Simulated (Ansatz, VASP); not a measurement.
# MoS2: VASP beside Ansatz

The input POSCAR:

```
MoS2
1.0
    3.1730196207      0.0000000000      0.0000000000
   -1.5865098103      2.7479155982      0.0000000000
    0.0000000000      0.0000000000     12.6236922935
Mo S
2 4
Direct
    0.6666666667      0.3333333333      0.2500000000
    0.3333333333      0.6666666667      0.7500000000
    0.3333333333      0.6666666667      0.3733409620
    0.6666666667      0.3333333333      0.8733409620
    0.3333333333      0.6666666667      0.1266590380
    0.6666666667      0.3333333333      0.6266590380
```

The input INCAR.step1:

```
SYSTEM = MoS2
PREC     = Accurate       ! precision mode
ENCUT    = 520            ! plane-wave cutoff, eV
ISMEAR   = 0              ! smearing method
SIGMA    = 0.01           ! smearing width, eV
LREAL    = .FALSE.        ! projectors in reciprocal space
LASPH    = .TRUE.         ! aspherical terms in the spheres
NELM     = 80             ! most SCF steps
NBANDS   = 35             ! bands
GGA      = PE             ! functional
ALGO     = Normal         ! electronic algorithm
EDIFF    = 1E-4           ! SCF threshold, eV
LWAVE    = .TRUE.         ! write WAVECAR
LCHARG   = .FALSE.        ! write CHGCAR
```

File INCAR.step2:

```
SYSTEM = MoS2
PREC     = Accurate       ! precision mode
ENCUT    = 520            ! plane-wave cutoff, eV
EDIFF    = 1E-6           ! SCF threshold, eV
ISMEAR   = 0              ! smearing method
SIGMA    = 0.01           ! smearing width, eV
LREAL    = .FALSE.        ! projectors in reciprocal space
LASPH    = .TRUE.         ! aspherical terms in the spheres
NELM     = 80             ! most SCF steps
ALGO     = Normal         ! electronic algorithm
ISIF     = 2              ! what is computed and relaxed
LWAVE    = .FALSE.        ! write WAVECAR
LCHARG   = .FALSE.        ! write CHGCAR
METAGGA  = R2SCAN         ! meta-GGA
LMIXTAU  = .TRUE.       
NBANDS   = 35             ! bands
ISTART   = 1
```

KPOINTS

```
Automatic mesh
0
G
  12 12 2
  0 0 0
```

Input for Ansatz:

```yaml
crystal:
  lattice:
    - [3.1730196207, 0.0, 0.0]
    - [-1.5865098103, 2.7479155982, 0.0]
    - [0.0, 0.0, 12.6236922935]
  atoms:
    - { symbol: Mo, position: [0.6666666667, 0.3333333333, 0.25] }
    - { symbol: Mo, position: [0.3333333333, 0.6666666667, 0.75] }
    - { symbol: S, position: [0.3333333333, 0.6666666667, 0.373340962] }
    - { symbol: S, position: [0.6666666667, 0.3333333333, 0.873340962] }
    - { symbol: S, position: [0.3333333333, 0.6666666667, 0.126659038] }
    - { symbol: S, position: [0.6666666667, 0.3333333333, 0.626659038] }
kpoints:
  mp_grid: { grid: [12, 12, 2] }
  band_path:
    path:
      - [0.0, 0.0, 0.0]
      - [0.5, 0.0, 0.0]
      - [0.3333333333, 0.3333333333, 0.0]
      - [0.0, 0.0, 0.5]
      - [0.5, 0.0, 0.5]
      - [0.3333333333, 0.3333333333, 0.5]
      - [0.177083, 0.177083, 0.0]
    npoints: 1
hamiltonian:
  xc: r2scan
scf:
  occupations: { method: fixed }
  n_extra_bands: 5
output:
  forces: true
  stress: true
  eigenvalues: true
```

Change from the starting cell: uniaxial_z strain +1.5%.

Alike in both runs: task single point; functional r2SCAN; k mesh 12 × 12 × 2; no spin polarisation.

|  | VASP | Ansatz |
| --- | --- | --- |
| version | VASP 6.6.1 | Ansatz 0.2.0 |
| potentials or method | VASP PAW PBE potentials, release 64 (Mo_sv, S) | plane waves, PAW |
| plane-wave cutoff (eV) | 520 | 500 |
| occupations | gaussian, width 0.01 eV | fixed |
| valence electrons in the cell | 52 | 52 |

VASP gave:

| Item | Value |
| --- | --- |
| gap on the k mesh at the Fermi level (eV) | 1.13 |
| pressure (GPa) | 0.9 |
| traceless stress, the component that is largest in VASP (GPa) | -0.48 |
| rms of the force components (eV/Å) | 0.022 |

Q: What did Ansatz give for the same quantities?

A: gap on the k mesh at the Fermi level (eV): 1.12; pressure (GPa): 0.8; traceless stress, the component that is largest in VASP (GPa): -0.42; rms of the force components (eV/Å): 0.024.

VASP's potentials were made for PBE, not for r2SCAN. Atom by atom the forces differ by 0.002 eV/Å (rms over components).
